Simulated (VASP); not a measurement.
A run of VASP 6.6.1:

The input POSCAR:

```
CsBr
1.0
    4.3225921058      0.0000000000      0.0000000000
    0.0000000000      4.3225921058      0.0000000000
    0.0000000000      0.0000000000      4.3225921058
Cs Br
1 1
Direct
    0.0000000000      0.0000000000      0.0000000000
    0.5000000000      0.5000000000      0.5000000000
```

The input INCAR.step1:

```
SYSTEM = CsBr
ALGO = Normal
EDIFF = 1E-5
ENCUT = 550
GGA = PE
GGA_COMPAT = .FALSE.
ISMEAR = -1
LASPH = .TRUE.
LCHARG = .FALSE.
LREAL = .FALSE.
LWAVE = .TRUE.
NBANDS = 15
NELM = 120
PREC = Accurate
SIGMA = 0.1
```

File INCAR.step2:

```
SYSTEM = CsBr
ALGO = Normal
EDIFF = 1E-6
ENCUT = 550
GGA_COMPAT = .FALSE.
ISIF = 2
ISMEAR = -1
ISTART = 1
LASPH = .TRUE.
LCHARG = .TRUE.
LELF = .TRUE.
LMIXTAU = .TRUE.
LREAL = .FALSE.
LVHAR = .TRUE.
LWAVE = .FALSE.
METAGGA = R2SCAN
NBANDS = 15
NELM = 120
PREC = Accurate
SIGMA = 0.1
```

Contents of KPOINTS:

```
k-points
0
G
  8 8 8
  0 0 0
```

Potentials or basis: VASP PAW PBE potentials, release 64 (Cs_sv, Br).

Launch:

```console
$ cat potpaw_PBE.64/Cs_sv/POTCAR potpaw_PBE.64/Br/POTCAR > POTCAR
$ cp INCAR.step1 INCAR
$ mpirun -np 1 vasp_std > vasp.out
$ cp INCAR.step2 INCAR
$ mpirun -np 1 vasp_std > vasp.out
```

Hardware: 1 thread of Intel Xeon 8259CL (shared host).

Problem. Estimate the wall time of this run.

Solution. Wall time 3.8 min on 1 thread of Intel Xeon 8259CL, with other jobs on the host, peak memory 0.24 GiB. Counts: k points 35.
